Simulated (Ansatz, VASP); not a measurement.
# Two plane-wave programs on Al4N5

```
N Al
1.0
     3.12977    0.00000    0.00000
    -1.56488    2.71046    0.00000
     0.00000    0.00000   25.06215
N Al
5 4
Direct
  0.33333 0.66667 0.15960
  0.66667 0.33333 0.25970
  0.33333 0.66667 0.36206
  0.66667 0.33333 0.46105
  0.33333 0.66667 0.53595
  0.66667 0.33333 0.18332
  0.33333 0.66667 0.28341
  0.66667 0.33333 0.38142
  0.33333 0.66667 0.48129
```

Alike in both runs: task single point; functional PBE; k mesh 9 × 9 × 1; occupations gaussian, width 0.05 eV; collinear spin.

|  | VASP | Ansatz |
| --- | --- | --- |
| version | VASP 6.6.1 | Ansatz 0.2.0 |
| potentials or method | VASP PAW PBE potentials, release 64 (N, Al), cutoff 520 eV | scalar-relativistic, plane waves, PAW |
| valence electrons in the cell | 37 | 37 |

```csv
,VASP,Ansatz,Ansatz less VASP
gap on the k mesh at the Fermi level (eV),none,none,-
rms of the force components (eV/Å),7.373,7.425,+0.0516
net moment per atom (μB),0.26,0.33,+0.077
size of the moment on the site where the two differ most (μB),1.44,1.00,-0.434
```

Site moments also hang on the region over which each program counts them. A gap of «none» marks a metal or a gap that the smearing closes. Ansatz's warnings: stability check not made, vacuum below fermi.
